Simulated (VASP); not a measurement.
# Sn3Se (P4mm) in VASP: notebook

Runs on Sn3Se. Level: PBE. Tasks: single point.

All numbers are computed with VASP 6.6.1; they aren't measurements. Logs are shortened: lines on timing, memory, paths and dates and some standing lists are left out, and cuts for length are marked.

**1. The cell of the first run**

The structure is tetragonal, space group P4mm (No. 99). Conventional cell: a = 4.753 Å, b = 4.753 Å, c = 4.753 Å, α = 90.00°, β = 90.00°, γ = 90.00°. Within 4.0 Å of Sn (site symmetry 2mm) lie 4 Se at 3.03 to 3.73 Å and 8 Sn at 3.36 Å. Within 4.4 Å of Sn (site symmetry 4mm) lie 8 Sn at 3.36 Å and 4 Se at 3.40 Å. Within 4.0 Å of Se (site symmetry 4mm) lie 12 Sn at 3.03 to 3.73 Å.

**2. Single point, PBE (all Sn atoms moved -0.500 Å, as atom 1 along Cartesian [0 1 0])**

Contents of INCAR:

```
PREC = Accurate
ENCUT = 520
EDIFF = 1E-6
ISMEAR = 0
SIGMA = 0.15
LREAL = F
LASPH = T
NELM = 100
ALGO = Normal
ISIF = 2
LWAVE = F
LCHARG = F
GGA = PE
NBANDS = 32
```

Contents of KPOINTS:

```
Automatic mesh
0
Gamma
  10 10 10
```

Contents of POSCAR:

```
Sn3Se
1.0
    4.7527271798      0.0000000000      0.0000000000
    0.0000000000      4.7527271798      0.0000000000
    0.0000000000      0.0000000000      4.7527271798
Sn Se
3 1
Direct
    0.0000000000      0.3947972435      0.5000000000
    0.5000000000     -0.1052027565      0.5000000000
    0.5000000000      0.3947972435      0.0000000000
    0.0000000000      0.0000000000      0.0000000000
```

Potentials or basis: VASP PAW PBE potentials, release 64 (Sn_d, Se).

Started as:

```sh
$ cat potpaw_PBE.64/Sn_d/POTCAR potpaw_PBE.64/Se/POTCAR > POTCAR
$ mpirun -np 1 vasp_std > vasp.out
```

OUTCAR:

```text
PREC = Accurate
   ENCUT = 520
   EDIFF = 1E-6
   ISMEAR = 0
   LREAL = F
   LASPH = T
   NELM = 100
   ISIF = 2
   GGA = PE

 ion  position               nearest neighbor table
   1  0.000  0.395  0.500-   4 3.03   4 3.03   2 3.36   3 3.36   3 3.36   2 3.36   2 3.36   3 3.36
                             3 3.36   2 3.36
   2  0.500  0.895  0.500-   1 3.36   3 3.36   3 3.36   1 3.36   3 3.36   3 3.36   1 3.36   1 3.36

   3  0.500  0.395  0.000-   4 3.03   4 3.03   1 3.36   1 3.36   2 3.36   2 3.36   2 3.36   1 3.36
                             2 3.36   1 3.36
   4  0.000  0.000  0.000-   1 3.03   3 3.03   1 3.03   3 3.03

  LATTYP: Found a simple cubic cell.
 ALAT       =     4.7527271798

  Lattice vectors:

 A1 = (   4.7527271798,   0.0000000000,   0.0000000000)
 A2 = (   0.0000000000,   4.7527271798,   0.0000000000)
 A3 = (   0.0000000000,   0.0000000000,   4.7527271798)

Analysis of symmetry for initial positions (statically):
=====================================================================
 Subroutine PRICEL returns:
 Original cell was already a primitive cell.

 Routine SETGRP: Setting up the symmetry group for a
 simple cubic supercell.

 Subroutine GETGRP returns: Found  8 space group operations
 (whereof  8 operations were pure point group operations)
 out of a pool of 48 trial point group operations.

The static configuration has the point symmetry C_4v.

Analysis of symmetry for dynamics (positions and initial velocities):
=====================================================================
 Subroutine PRICEL returns:
 Original cell was already a primitive cell.

 Routine SETGRP: Setting up the symmetry group for a
 simple cubic supercell.

 Subroutine GETGRP returns: Found  8 space group operations
 (whereof  8 operations were pure point group operations)
 out of a pool of 48 trial point group operations.

The dynamic configuration has the point symmetry C_4v.

 Subroutine INISYM returns: Found  8 space group operations
 (whereof  8 operations are pure point group operations),
 and found     1 'primitive' translations

----------------------------------------------------------------------------------------

                                     Primitive cell

  volume of cell :     107.3566

  direct lattice vectors                    reciprocal lattice vectors
     4.752727180  0.000000000  0.000000000     0.210405513  0.000000000  0.000000000
     0.000000000  4.752727180  0.000000000     0.000000000  0.210405513  0.000000000
     0.000000000  0.000000000  4.752727180     0.000000000  0.000000000  0.210405513

  length of vectors
     4.752727180  4.752727180  4.752727180     0.210405513  0.210405513  0.210405513

  position of ions in fractional coordinates (direct lattice)
     0.000000000  0.394797244  0.500000000
     0.500000000  0.894797244  0.500000000
     0.500000000  0.394797244  0.000000000
     0.000000000  0.000000000  0.000000000

  ion indices of the primitive-cell ions
   primitive index   ion index
                 1           1
                 2           2
                 3           3
                 4           4

----------------------------------------------------------------------------------------

 KPOINTS: Automatic mesh

Automatic generation of k-mesh.
 Grid dimensions read from file:
 generate k-points for:   10   10   10

 Generating k-lattice:

  Cartesian coordinates                     Fractional coordinates (reciprocal lattice)
     0.021040551  0.000000000  0.000000000     0.100000000  0.000000000  0.000000000
     0.000000000  0.021040551  0.000000000     0.000000000  0.100000000  0.000000000
     0.000000000  0.000000000  0.021040551     0.000000000  0.000000000  0.100000000

  Length of vectors
     0.021040551  0.021040551  0.021040551

  Shift w.r.t. Gamma in fractional coordinates (k-lattice)
     0.000000000  0.000000000  0.000000000

 Subroutine IBZKPT returns following result:
 ===========================================

 Found    126 irreducible k-points:

 Following reciprocal coordinates:
            Coordinates               Weight
  0.000000  0.000000  0.000000      1.000000
  0.100000  0.000000  0.000000      4.000000
  0.000000  0.100000  0.000000      2.000000
  0.200000  0.000000  0.000000      4.000000
  0.000000  0.200000  0.000000      2.000000
  0.300000  0.000000  0.000000      4.000000
[... 16 lines left out ...]
  0.500000  0.100000  0.000000      4.000000
  0.000000  0.500000  0.100000      4.000000
 [... further k-points ...]
   k-points           NKPTS =    126   k-points in BZ     NKDIM =    126   number of bands    NBANDS=     32
   number of dos      NEDOS =    301   number of ions     NIONS =      4
   total plane-waves  NPLWV =  46656
   dimension x,y,z NGX =    36 NGY =   36 NGZ =   36
   dimension x,y,z NGXF=    72 NGYF=   72 NGZF=   72
   ions per type =               3   1
   NGX,Y,Z   is equivalent  to a cutoff of  12.59, 12.59, 12.59 a.u.
   NGXF,Y,Z  is equivalent  to a cutoff of  25.18, 25.18, 25.18 a.u.
 SYSTEM =  unknown system
   PREC   = accura    normal or accurate (medium, high low for compatibility)
   ISTART =      0    job   : 0-new  1-cont  2-samecut
   ICHARG =      2    charge: 1-file 2-atom 10-const
   ISPIN  =      1    spin polarized calculation?
   LNONCOLLINEAR =      F non collinear calculations
   LSORBIT =      F    spin-orbit coupling
   LASPH  =      T    aspherical Exc in radial PAW
   ENCUT  =  520.0 eV  38.22 Ry    6.18 a.u.   8.84  8.84  8.84*2*pi/ulx,y,z
   NELM   =    100;   NELMIN=  2; NELMDL= -5     # of ELM steps
   EDIFF  = 0.1E-05   stopping-criterion for ELM
   LREAL  =      F    real-space projection
   EDIFFG = 0.1E-04   stopping-criterion for IOM
   NSW    =      0    number of steps for IOM
   IBRION =     -1    ionic relax: 0-MD 1-quasi-New 2-CG
   NFREE  =      0    steps in history (QN), initial steepest desc. (CG)
   ISIF   =      2    stress and relaxation
   ISYM   =      2    0-nonsym 1-usesym 2-fastsym
   POTIM  = 0.5000    time-step for ionic-motion
   TEBEG  =    0.0;   TEEND  =   0.0 temperature during run
   PSTRESS=    0.0 pullay stress
   NELECT =      48.0000    total number of electrons
   NUPDOWN=      -1.0000    fix difference up-down
   EMIN   =  10.00;   EMAX   =-10.00  energy-range for DOS
   EFERMI =   0.00;   METHOD = LEGACY
   ISMEAR =     0;   SIGMA  =   0.15  broadening in eV -4-tet -1-fermi 0-gaus
   EFERMI_NEDOS =   21; number of points for ismear=-14 and -15
   IALGO  =     38    algorithm
   IMIX   =      4    mixing-type and parameters
     AMIX     =   0.40;   BMIX     =  1.00
     AMIX_MAG =   1.60;   BMIX_MAG =  1.00
  volume/ion in A,a.u.               =      26.84       181.12
  Fermi-wavevector in a.u.,A,eV,Ry     =   1.251831  2.365618 21.321428  1.567081
  Thomas-Fermi vector in A             =   2.385760
   LORBIT       =      0    0 simple, 1 ext, 2 COOP (PROOUT), +10 PAW based schemes
   GGA     = PE    functional components
   LHFCALC =     F    Hartree Fock is set to
   AEXX    =    0.0000 exact exchange contribution
   IVDW    =     0    specifies the selected vdW correction
   LEPSILON=     F    determine dielectric tensor
   LRPA    =     F    only Hartree local field effects (RPA)
 non-spin polarized calculation
 Gauss-broadening in eV      SIGMA  =   0.15
  energy-cutoff  :      520.00
  volume of cell :      107.36
 maximum number of plane-waves:      2945
 NGX is ok and might be reduce to    36
   NGX = 17   NGY = 17   NGZ = 17

 number of electron      47.9999996 magnetization

 Free energy of the ion-electron system (eV)
  ---------------------------------------------------
  ext. energy  EPLUGINS =         0.00000000
  ---------------------------------------------------
  free energy    TOTEN  =       -14.82981739 eV

  energy without entropy =      -14.80183575  energy(sigma->0) =      -14.81582657

 E-fermi :   7.1907     XC(G=0): -10.1093

 val. band max:        7.1806395870   @ k =   0.5000   0.2000   0.1000
 cond. band min:       7.1909157194   @ k =   0.5000   0.3000   0.3000
 fundamental gap:      0.0102761324
 Fermi energy:         7.1906811122

 k-point     1 :       0.0000    0.0000    0.0000
  band No.  band energies     occupation
      1     -14.6218      2.00000
      2     -14.6188      2.00000
      3     -14.6188      2.00000
      4     -14.5910      2.00000
      5     -14.5896      2.00000
      6     -14.5702      2.00000
[... 24 lines left out ...]
     31      12.7147      0.00000
     32      12.7258      0.00000

 k-point     2 :       0.1000    0.0000    0.0000
  band No.  band energies     occupation
      1     -14.6178      2.00000
      2     -14.6167      2.00000
      3     -14.6139      2.00000
      4     -14.5893      2.00000
      5     -14.5875      2.00000
      6     -14.5673      2.00000
[... 24 lines left out ...]
     31      12.4466      0.00000
     32      12.9335      0.00000

 k-point     3 :       0.0000    0.1000    0.0000
  band No.  band energies     occupation
      1     -14.6208      2.00000
      2     -14.6138      2.00000
      3     -14.6138      2.00000
      4     -14.5903      2.00000
      5     -14.5868      2.00000
      6     -14.5671      2.00000
[... 24 lines left out ...]
     31      12.7799      0.00000
     32      12.8664      0.00000

 k-point     4 :       0.2000    0.0000    0.0000
  band No.  band energies     occupation
      1     -14.6150      2.00000
      2     -14.6024      2.00000
      3     -14.5998      2.00000
      4     -14.5877      2.00000
      5     -14.5786      2.00000
      6     -14.5587      2.00000
[... 654 lines left out ...]
     31      11.7142      0.00000
     32      13.9351      0.00000

 k-point    23 :       0.5000    0.1000    0.0000
  band No.  band energies     occupation
      1     -14.6022      2.00000
      2     -14.5840      2.00000
      3     -14.5562      2.00000
      4     -14.5526      2.00000
      5     -14.5391      2.00000
      6     -14.5287      2.00000
[... 24 lines left out ...]
     31      11.2580      0.00000
     32      14.3658      0.00000

 k-point    24 :       0.0000    0.5000    0.1000
  band No.  band energies     occupation
      1     -14.6051      2.00000
      2     -14.5854      2.00000
      3     -14.5558      2.00000
      4     -14.5486      2.00000
      5     -14.5405      2.00000
      6     -14.5316      2.00000
[... 24 lines left out ...]
     31      11.3671      0.00000
     32      13.9878      0.00000

 [... further k-points ...]

------------------------ aborting loop because EDIFF is reached ----------------------------------------

  FORCE on cell =-STRESS in cart. coord.  units (eV):
  Direction    XX          YY          ZZ          XY          YZ          ZX
  --------------------------------------------------------------------------------------
  -------------------------------------------------------------------------------------
  Total        1.1246552      0.0102482      1.1246552      0.0000000      0.0000000      0.0000000
  in kB       16.7842255      0.1529424     16.7842255      0.0000000      0.0000000      0.0000000
  external PRESSURE =      11.2404645 kB  Pullay stress =       0.0000000 kB

 VOLUME and BASIS-vectors are now :
 -----------------------------------------------------------------------------
  energy-cutoff  :      520.00
  volume of cell :      107.36
      direct lattice vectors                 reciprocal lattice vectors
     4.752727180  0.000000000  0.000000000     0.210405513  0.000000000  0.000000000
     0.000000000  4.752727180  0.000000000     0.000000000  0.210405513  0.000000000
     0.000000000  0.000000000  4.752727180     0.000000000  0.000000000  0.210405513

 POSITION                                       TOTAL-FORCE (eV/Angst)
 -----------------------------------------------------------------------------------
      0.00000      1.87636      2.37636        -0.000000      0.202140      0.000000
      2.37636      4.25273      2.37636         0.000000     -0.273676     -0.000000
      2.37636      1.87636      0.00000         0.000000      0.202140      0.000000
      0.00000      0.00000      0.00000         0.000000     -0.130605     -0.000000
 -----------------------------------------------------------------------------------
    total drift:                                0.000000     -0.000968      0.000003

  FREE ENERGIE OF THE ION-ELECTRON SYSTEM (eV)
  ---------------------------------------------------
  free  energy   TOTEN  =       -14.8298173865 eV

  energy  without entropy=      -14.8018357484  energy(sigma->0) =      -14.81582657
```

Run time: 6.4 min. Hardware: 1 thread of Intel Xeon 8259CL, shared host; peak memory 0.46 GiB.

What came out:

* Free energy: -14.8298 eV
* Pressure: 1.1 GPa
* Largest force: 0.274 eV/Å
* Band gap on the k mesh: zero (bands 24 and 25 overlap by 2.37 eV)

Forces on the atoms (eV/Å):
```
Sn   0.000  0.202  0.000
Sn   0.000 -0.274  0.000
Sn   0.000  0.202  0.000
Se   0.000 -0.131  0.000
```

Caveat: the cell differs from its parent crystal (all Sn atoms moved -0.500 Å, as atom 1 along Cartesian [0 1 0]); spin-orbit coupling is left out, which moves the levels of the heavy elements.

**3. Single point, PBE (all Sn atoms moved +0.375 Å, as atom 1 along Cartesian [0 1 0])**

Contents of INCAR:

```
SYSTEM = Sn3Se
PREC = Accurate ; ENCUT = 520
EDIFF = 1E-6 ; ISMEAR = 0
SIGMA = 0.15 ; LREAL = .False.
LASPH = .True. ; NELM = 80
ALGO = Normal ; ISIF = 2
LWAVE = .False. ; LCHARG = .False.
GGA = PE ; NBANDS = 32
```

Contents of KPOINTS:

```
regular mesh
0
Gamma
  10 10 10
  0 0 0
```

Contents of POSCAR:

```
Sn3Se
1.0
    4.7527271798      0.0000000000      0.0000000000
    0.0000000000      4.7527271798      0.0000000000
    0.0000000000      0.0000000000      4.7527271798
Sn Se
3 1
Direct
    0.0000000000      0.5789020673      0.5000000000
    0.5000000000      0.0789020673      0.5000000000
    0.5000000000      0.5789020673      0.0000000000
    0.0000000000      0.0000000000      0.0000000000
```

Potentials or basis: VASP PAW PBE potentials, release 64 (Sn_d, Se).

Started as:

```sh
$ cat potpaw_PBE.64/Sn_d/POTCAR potpaw_PBE.64/Se/POTCAR > POTCAR
$ mpirun -np 1 vasp_std > vasp.out
```

Wall time 5 min (1 thread of Intel Xeon 8259CL, shared host); peak memory 0.46 GiB.

Results (log left out):

```
Free energy            : -14.8411 eV
Pressure               : 0.6 GPa
Largest force          : 0.200 eV/Å
Band gap on the k mesh : zero (bands 24 and 25 overlap by 2.40 eV)
```

Forces in eV/Å, atoms in the order of the input:
```
Sn   0.000 -0.128  0.000
Sn   0.000  0.200  0.000
Sn   0.000 -0.128  0.000
Se   0.000  0.056  0.000
```

Stress tensor (GPa, compression positive):
```
0.89 0.00 0.00
0.00 0.01 0.00
0.00 0.00 0.89
```

Levels at points of the mesh, in eV from the Fermi level:
| k point | band 21 | band 22 | band 23 | band 24 | band 25 | band 26 | band 27 | band 28 |
| --- | --- | --- | --- | --- | --- | --- | --- | --- |
| (0.00, 0.00, 0.00) | -4.42 | -3.90 | -0.19 | -0.04 | -0.04 | 2.17 | 2.17 | 2.19 |
| (0.50, 0.00, 0.00) | -3.26 | -2.47 | -1.79 | -1.13 | -0.22 | 1.77 | 1.98 | 2.29 |
| (0.00, 0.50, 0.00) | -3.52 | -1.98 | -1.58 | -1.58 | -0.13 | 1.76 | 2.06 | 2.06 |
| (0.50, 0.50, 0.00) | -2.58 | -2.09 | -1.91 | -0.66 | -0.06 | 0.19 | 0.35 | 3.13 |
| (0.50, 0.00, 0.50) | -2.06 | -2.06 | -1.55 | -0.69 | 0.05 | 0.16 | 0.16 | 3.09 |
| (0.50, 0.50, 0.50) | -5.06 | -5.06 | -4.72 | 1.93 | 1.93 | 2.10 | 5.78 | 5.79 |

Caveat: the cell differs from its parent crystal (all Sn atoms moved +0.375 Å, as atom 1 along Cartesian [0 1 0]); spin-orbit coupling is left out, which moves the levels of the heavy elements.

**4. Single point, PBE (all Sn atoms moved -0.250 Å, as atom 1 along Cartesian [0 1 0])**

Contents of INCAR:

```
  PREC = Accurate
  ENCUT = 520
  EDIFF = 1E-6
  ISMEAR = 0
  SIGMA = 0.15
  LREAL = False
  LASPH = True
  NELM = 100
  ALGO = Normal
  ISIF = 2
  LWAVE = False
  LCHARG = True
  GGA = PE
  LELF = True
  LVHAR = True
  NBANDS = 32
```

Contents of KPOINTS:

```
Automatic mesh
0
Gamma
  10 10 10
```

Contents of POSCAR:

```
Sn3Se
1.0
    4.7527271798      0.0000000000      0.0000000000
    0.0000000000      4.7527271798      0.0000000000
    0.0000000000      0.0000000000      4.7527271798
Sn Se
3 1
Direct
    0.0000000000      0.4473986218      0.5000000000
    0.5000000000     -0.0526013782      0.5000000000
    0.5000000000      0.4473986218      0.0000000000
    0.0000000000      0.0000000000      0.0000000000
```

Started as:

```sh
$ cat potpaw_PBE.64/Sn_d/POTCAR potpaw_PBE.64/Se/POTCAR > POTCAR
$ mpirun -np 1 vasp_std > vasp.out
```

It took 5.4 min on 1 thread of Intel Xeon 8259CL, shared host; peak memory 0.46 GiB.

It converged, with:

```
Free energy            : -14.8453 eV
Pressure               : 0.2 GPa
Largest force          : 0.136 eV/Å
Band gap on the k mesh : zero (bands 24 and 25 overlap by 2.42 eV)
```

Forces on the atoms (eV/Å):
```
Sn   0.000  0.075  0.000
Sn   0.000 -0.136  0.000
Sn   0.000  0.075  0.000
Se   0.000 -0.014  0.000
```

Stress tensor (GPa, compression positive):
```
 0.37  0.00  0.00
 0.00 -0.02  0.00
 0.00  0.00  0.37
```

Levels at points of the mesh, in eV from the Fermi level:
```csv
k point,band 21,band 22,band 23,band 24,band 25,band 26,band 27,band 28
"(0.00, 0.00, 0.00)",-4.35,-4.09,-0.12,-0.05,-0.05,2.21,2.21,2.23
"(0.50, 0.00, 0.00)",-3.24,-2.28,-1.78,-1.36,-0.18,1.80,2.02,2.21
"(0.00, 0.50, 0.00)",-3.37,-1.93,-1.68,-1.68,-0.13,1.78,2.11,2.11
"(0.50, 0.50, 0.00)",-2.47,-2.06,-1.97,-0.67,-0.01,0.15,0.20,3.12
"(0.50, 0.00, 0.50)",-2.05,-2.05,-1.87,-0.68,0.06,0.11,0.11,3.10
"(0.50, 0.50, 0.50)",-5.14,-5.14,-4.71,1.94,1.94,2.01,5.80,5.80
```

Caveat: the cell differs from its parent crystal (all Sn atoms moved -0.250 Å, as atom 1 along Cartesian [0 1 0]); spin-orbit coupling is left out, which moves the levels of the heavy elements.

**5. Summary**

```csv
cell,gap on the mesh (eV),pressure (GPa),largest force (eV/Å)
"as given, atomic positions A",none,1.1,0.27
"as given, atomic positions B",none,0.6,0.20
"as given, atomic positions C",none,0.2,0.14
```

Alike in all rows: task single point; level PBE; potentials or basis VASP PAW PBE potentials, release 64 (Sn_d, Se); no spin polarisation; k mesh 10 × 10 × 10; cutoff (eV) 520; smearing gaussian 0.15 eV.

Caveats: spin-orbit coupling is left out, which moves the levels of the heavy elements.

Absolute energies hang on the potentials; compare differences alone.
